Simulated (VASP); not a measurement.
The system is BaTiO3.

```
CELL_PARAMETERS angstrom
3.99980 0.00000 0.00000
0.00000 3.99980 0.00000
0.00000 0.00000 4.01800
ATOMIC_POSITIONS crystal
Ba 0.00000 0.00000 0.00000
Ti 0.50000 0.50000 0.49000
O 0.00000 0.50000 0.51700
O 0.50000 0.00000 0.51700
O 0.50000 0.50000 0.01900
```

Base run:

| Quantity | Value |
| --- | --- |
| Program | VASP 6.6.1 |
| Functional | r2SCAN |
| Potentials or basis | VASP PAW PBE potentials, release 64 (Ba_sv, Ti_sv, O_h) |
| Cutoff | 910 eV |
| k mesh | 7 × 7 × 7 |
| Occupations | fermi-dirac, width 0.05 eV |
| Spin | no spin polarisation |

Its results: band gap on the k mesh 2.27 eV (least direct gap 2.46 eV); pressure 1.0 GPa; largest force 0.322 eV/Å.

Q: The run is repeated on the same cell with these changes: functional from r2SCAN to PBE; dispersion from none to D3(BJ). What comes out?

A: Band gap on the k mesh 1.87 eV (least direct gap 2.06 eV); pressure 0.5 GPa; largest force 0.290 eV/Å.

Several settings changed at once.

Caveats: the cutoff is under 1.25 times the usual one of these potentials, so pressure, stress and relaxed cells hold a basis-set (Pulay) error; spin-orbit coupling is left out, which moves the levels of the heavy elements; an odd mesh through Γ misses points on the zone boundary, where band edges can lie; the PAW data sets were made with another functional, which shifts forces and pressure a little (at least some runs).
